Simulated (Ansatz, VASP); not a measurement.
One calculation of InSb3, two programs

Contents of POSCAR:

```
InSb3
1.0
    4.8063670000      0.0000000000      0.0000000000
    0.0000000000      4.8063670000      0.0000000000
    0.0000000000      0.0000000000      4.8063670000
Sb In
3 1
Direct
    0.5000000000      0.5000000000      0.0000000000
    0.0000000000      0.5000000000      0.5000000000
    0.5000000000      0.0000000000      0.5000000000
    0.0000000000      0.0000000000      0.0000000000
```

The input INCAR.step1:

```
PREC = Accurate ; ENCUT = 520
EDIFF = 1E-5 ; ISMEAR = -1
SIGMA = 0.05 ; LREAL = False
LASPH = True ; NELM = 60
ALGO = Normal ; ISIF = 2
LWAVE = True ; GGA = PE
NBANDS = 22
```

INCAR.step2

```
PREC = Accurate ; ENCUT = 520
EDIFF = 1E-6 ; ISMEAR = -1
SIGMA = 0.05 ; LREAL = False
LASPH = True ; NELM = 60
ALGO = Normal ; ISIF = 2
LWAVE = False ; LCHARG = True
GGA = PE ; LHFCALC = True
AEXX = 0.2 ; HFSCREEN = 0.2
PRECFOCK = Normal ; LELF = True
LVHAR = True ; ISTART = 1
NBANDS = 22
```

The input KPOINTS:

```
Automatic mesh
0
Gamma
  3 3 3
```

input.yaml

```yaml
crystal:
  lattice:
    - [4.806367, 0.0, 0.0]
    - [0.0, 4.806367, 0.0]
    - [0.0, 0.0, 4.806367]
  atoms:
    - { symbol: Sb, position: [0.5, 0.5, 0.0] }
    - { symbol: Sb, position: [0.0, 0.5, 0.5] }
    - { symbol: Sb, position: [0.5, 0.0, 0.5] }
    - { symbol: In, position: [0.0, 0.0, 0.0] }
hamiltonian:
  xc: { exchange: pbe, correlation: pbe, exx: { coeff: 0.2, omega: 0.2 } }
  pseudopotentials: { kind: paw }
kpoints:
  mp_grid: { grid: [3, 3, 3] }
scf:
  occupations: { method: fermi_dirac, width: 0.05 }
output:
  forces: true
  stress: true
  eigenvalues: true
  write_density: true
  write_potential: true
  elf: true
  volumetric_format: npy
```

Alike in both runs: task single point; functional PBE-based screened hybrid; k mesh 3 × 3 × 3; occupations fermi-dirac, width 0.05 eV; no spin polarisation.

|  | VASP | Ansatz |
| --- | --- | --- |
| version | VASP 6.6.1 | Ansatz 0.2.0 |
| potentials or method | VASP PAW PBE potentials, release 64 (Sb, In_d) | Ansatz PAW |
| plane-wave cutoff (eV) | 520 | 420 |
| valence electrons in the cell | 28 | 58 |

Ansatz gave:

```
gap on the k mesh at the Fermi level (eV) : none
pressure (GPa)                            : -2.0
```

**Question.** Which values does VASP return?

**Answer.** gap on the k mesh at the Fermi level (eV): none; pressure (GPa): -2.5.

VASP's potentials were made for PBE, not for PBE-based screened hybrid. A gap of «none» marks a metal or a gap that the smearing closes. VASP's potentials hold 28 valence electrons a cell and Ansatz's 58, so a difference there can come from the potentials and not from the codes.

The k mesh is coarse, so the values compare programs but aren't converged. Neither program's run includes spin-orbit coupling.
